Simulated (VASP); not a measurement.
# CO in VASP: relaxation of the atoms with PBE+D3(BJ)

Aim: the relaxation of the atoms of CO with PBE+D3(BJ).

Everything below comes from runs of VASP 6.6.1. Logs are shortened: lines on timing, memory, paths and dates and some standing lists are left out, and cuts for length are marked.

## Step 1: The cell of the first run

The cell holds a molecule in a box, 2 atoms: a = 15.000 Å, b = 15.500 Å, c = 16.000 Å, α = 90.00°, β = 90.00°, γ = 90.00°.

## Step 2: Relaxation of the atoms, PBE+D3(BJ)

The input, INCAR:

```
SYSTEM = CO
PREC = Accurate
ENCUT = 520
EDIFF = 1E-7
ISMEAR = 0
SIGMA = 0.005
LREAL = .FALSE.
LASPH = .TRUE.
NELM = 100
ALGO = Normal
ISIF = 2
LWAVE = .FALSE.
LCHARG = .FALSE.
GGA = PE
IVDW = 12
IBRION = 2
NSW = 100
EDIFFG = -0.01
ISYM = 0
```

The input, KPOINTS:

```
Automatic mesh
0
G
  1 1 1
  0 0 0
```

The input, POSCAR:

```
CO
1.0
   15.0000000000      0.0000000000      0.0000000000
    0.0000000000     15.5000000000      0.0000000000
    0.0000000000      0.0000000000     16.0000000000
C O
1 1
Direct
    0.5017982093      0.4990469909      0.4651708543
    0.4982017907      0.5009530091      0.5348291457
```

Potentials or basis: VASP PAW PBE potentials, release 64 (C, O).

Started as:

```
$ cat potpaw_PBE.64/C/POTCAR potpaw_PBE.64/O/POTCAR > POTCAR
$ mpirun -np 1 vasp_gam > vasp.out
```

OUTCAR:

```text
SYSTEM = CO
   PREC = Accurate
   ENCUT = 520
   EDIFF = 1E-7
   ISMEAR = 0
   LREAL = .FALSE.
   LASPH = .TRUE.
   NELM = 100
   ISIF = 2
   GGA = PE
   IVDW = 12
   IBRION = 2
   NSW = 100
   EDIFFG = -0.01
   ISYM = 0
 IVDW          = 12

 ion  position               nearest neighbor table
   1  0.502  0.499  0.465-   2 1.12
   2  0.498  0.501  0.535-   1 1.12

IMPORTANT INFORMATION: All symmetrisations will be switched off!
NOSYMM: (Re-)initialisation of all symmetry stuff for point group C_1.

----------------------------------------------------------------------------------------

                                     Primitive cell

  volume of cell :    3720.0000

  direct lattice vectors                    reciprocal lattice vectors
    15.000000000  0.000000000  0.000000000     0.066666667  0.000000000  0.000000000
     0.000000000 15.500000000  0.000000000     0.000000000  0.064516129  0.000000000
     0.000000000  0.000000000 16.000000000     0.000000000  0.000000000  0.062500000

  length of vectors
    15.000000000 15.500000000 16.000000000     0.066666667  0.064516129  0.062500000

  position of ions in fractional coordinates (direct lattice)
     0.501798209  0.499046991  0.465170854
     0.498201791  0.500953009  0.534829146

  ion indices of the primitive-cell ions
   primitive index   ion index
                 1           1
                 2           2

----------------------------------------------------------------------------------------

 KPOINTS: Automatic mesh

Automatic generation of k-mesh.
 Grid dimensions read from file:
 generate k-points for:    1    1    1

 Generating k-lattice:

  Cartesian coordinates                     Fractional coordinates (reciprocal lattice)
     0.066666667  0.000000000  0.000000000     1.000000000  0.000000000  0.000000000
     0.000000000  0.064516129  0.000000000     0.000000000  1.000000000  0.000000000
     0.000000000  0.000000000  0.062500000     0.000000000  0.000000000  1.000000000

  Length of vectors
     0.066666667  0.064516129  0.062500000

  Shift w.r.t. Gamma in fractional coordinates (k-lattice)
     0.000000000  0.000000000  0.000000000

 Subroutine IBZKPT returns following result:
 ===========================================

 Found      1 irreducible k-points:

 Following reciprocal coordinates:
            Coordinates               Weight
  0.000000  0.000000  0.000000      1.000000
   k-points           NKPTS =      1   k-points in BZ     NKDIM =      1   number of bands    NBANDS=      9
   number of dos      NEDOS =    301   number of ions     NIONS =      2
   total plane-waves  NPLWV = ******
   dimension x,y,z NGX =   112 NGY =  120 NGZ =  120
   dimension x,y,z NGXF=   224 NGYF=  240 NGZF=  240
   ions per type =               1   1
   NGX,Y,Z   is equivalent  to a cutoff of  12.41, 12.87, 12.47 a.u.
   NGXF,Y,Z  is equivalent  to a cutoff of  24.83, 25.74, 24.94 a.u.
 SYSTEM =  CO
   PREC   = accura    normal or accurate (medium, high low for compatibility)
   ISTART =      0    job   : 0-new  1-cont  2-samecut
   ICHARG =      2    charge: 1-file 2-atom 10-const
   ISPIN  =      1    spin polarized calculation?
   LNONCOLLINEAR =      F non collinear calculations
   LSORBIT =      F    spin-orbit coupling
   LASPH  =      T    aspherical Exc in radial PAW
   ENCUT  =  520.0 eV  38.22 Ry    6.18 a.u.  27.89 28.82 29.75*2*pi/ulx,y,z
   NELM   =    100;   NELMIN=  2; NELMDL= -5     # of ELM steps
   EDIFF  = 0.1E-06   stopping-criterion for ELM
   LREAL  =      F    real-space projection
   EDIFFG = -.1E-01   stopping-criterion for IOM
   NSW    =    100    number of steps for IOM
   IBRION =      2    ionic relax: 0-MD 1-quasi-New 2-CG
   NFREE  =      1    steps in history (QN), initial steepest desc. (CG)
   ISIF   =      2    stress and relaxation
   ISYM   =      0    0-nonsym 1-usesym 2-fastsym
   POTIM  = 0.5000    time-step for ionic-motion
   TEBEG  =    0.0;   TEEND  =   0.0 temperature during run
   PSTRESS=    0.0 pullay stress
   NELECT =      10.0000    total number of electrons
   NUPDOWN=      -1.0000    fix difference up-down
   EMIN   =  10.00;   EMAX   =-10.00  energy-range for DOS
   EFERMI =   0.00;   METHOD = LEGACY
   ISMEAR =     0;   SIGMA  =   0.01  broadening in eV -4-tet -1-fermi 0-gaus
   EFERMI_NEDOS =   21; number of points for ismear=-14 and -15
   IALGO  =     38    algorithm
   IMIX   =      4    mixing-type and parameters
     AMIX     =   0.40;   BMIX     =  1.00
     AMIX_MAG =   1.60;   BMIX_MAG =  1.00
  volume/ion in A,a.u.               =    1860.00     12551.90
  Fermi-wavevector in a.u.,A,eV,Ry     =   0.227629  0.430156  0.704984  0.051815
  Thomas-Fermi vector in A             =   1.017343
   LORBIT       =      0    0 simple, 1 ext, 2 COOP (PROOUT), +10 PAW based schemes
   GGA     = PE    functional components
   LHFCALC =     F    Hartree Fock is set to
   AEXX    =    0.0000 exact exchange contribution
   IVDW    =    12    specifies the selected vdW correction
   LEPSILON=     F    determine dielectric tensor
   LRPA    =     F    only Hartree local field effects (RPA)
 conjugate gradient relaxation of ions
 non-spin polarized calculation
 Gauss-broadening in eV      SIGMA  =   0.01
  energy-cutoff  :      520.00
  volume of cell :     3720.00
 maximum number of plane-waves:     50071
 NGX is ok and might be reduce to   112
   NGX = 55   NGY = 57   NGZ = 59

--------------------------------------- Ionic step        1  -------------------------------------------

 number of electron      10.0000006 magnetization

 Free energy of the ion-electron system (eV)
  ---------------------------------------------------
  ext. energy  EPLUGINS =         0.00000000
  ---------------------------------------------------
  free energy    TOTEN  =       -14.74745093 eV

  energy without entropy =      -14.74745093  energy(sigma->0) =      -14.74745093

------------------------ aborting loop because EDIFF is reached ----------------------------------------

 Edisp (eV)   -0.01120

 E8    (eV) :    -0.0034

  FORCE on cell =-STRESS in cart. coord.  units (eV):
  Direction    XX          YY          ZZ          XY          YZ          ZX
  --------------------------------------------------------------------------------------
  -------------------------------------------------------------------------------------
  Total      -0.03028    -0.03661     3.71339    -0.00472     0.09927    -0.18158
  in kB      -0.01304    -0.01577     1.59933    -0.00203     0.04275    -0.07821
  external pressure =        0.52 kB  Pullay stress =        0.00 kB
[... 97 lines left out ...]
  FREE ENERGIE OF THE ION-ELECTRON SYSTEM (eV)
  ---------------------------------------------------
  free  energy   TOTEN  =       -14.7078566193 eV

  energy  without entropy=      -14.7078566193  energy(sigma->0) =      -14.70785662

[... ionic steps 4 to 10 ...]

--------------------------------------- Ionic step       11  -------------------------------------------

 number of electron      10.0000007 magnetization

------------------------ aborting loop because EDIFF is reached ----------------------------------------

 Edisp (eV)   -0.01120

 E8    (eV) :    -0.0034
[... 69 lines left out ...]
  energy  without entropy=      -14.8029599541  energy(sigma->0) =      -14.80295995

--------------------------------------- Ionic step       13  -------------------------------------------

 number of electron      10.0000007 magnetization

 Free energy of the ion-electron system (eV)
  ---------------------------------------------------
  ext. energy  EPLUGINS =         0.00000000
  ---------------------------------------------------
  free energy    TOTEN  =       -14.79176126 eV

  energy without entropy =      -14.79176126  energy(sigma->0) =      -14.79176126

 E-fermi :  -8.9823     XC(G=0):  -0.1847

 val. band max:       -9.0399983553   @ k =   0.0000   0.0000   0.0000
 cond. band min:      -2.1272280278   @ k =   0.0000   0.0000   0.0000
 fundamental gap:      6.9127703275
 Fermi energy:        -8.9822963326

 k-point     1 :       0.0000    0.0000    0.0000
  band No.  band energies     occupation
      1     -29.2318      2.00000
      2     -14.0295      2.00000
      3     -11.7158      2.00000
      4     -11.7158      2.00000
      5      -9.0400      2.00000
      6      -2.1272      0.00000
      7      -2.1272      0.00000
      8      -0.1314      0.00000
      9       0.3619      0.00000

------------------------ aborting loop because EDIFF is reached ----------------------------------------
[... 29 lines left out ...]
  FREE ENERGIE OF THE ION-ELECTRON SYSTEM (eV)
  ---------------------------------------------------
  free  energy   TOTEN  =       -14.8029602319 eV

  energy  without entropy=      -14.8029602319  energy(sigma->0) =      -14.80296023

 reached required accuracy - stopping structural energy minimisation
```

It took 22 min on 1 thread of Intel Xeon Platinum 8488C (Sapphire Rapids), shared host; peak memory 2.2 GiB.

What came out:

```
Free energy                     : -14.8030 eV
Largest force after relaxing    : 0.008 eV/Å
Gap between the frontier levels : 6.91 eV
Dispersion energy per atom      : -0.006 eV
```

Forces in eV/Å, atoms in the order of the input:
```
C    0.001  0.000 -0.008
O   -0.001  0.000  0.008
```

Final structure:
```
CELL_PARAMETERS angstrom
15.00000 0.00000 0.00000
0.00000 15.50000 0.00000
0.00000 0.00000 16.00000
ATOMIC_POSITIONS crystal
C 0.50184 0.49903 0.46433
O 0.49816 0.50097 0.53567
```
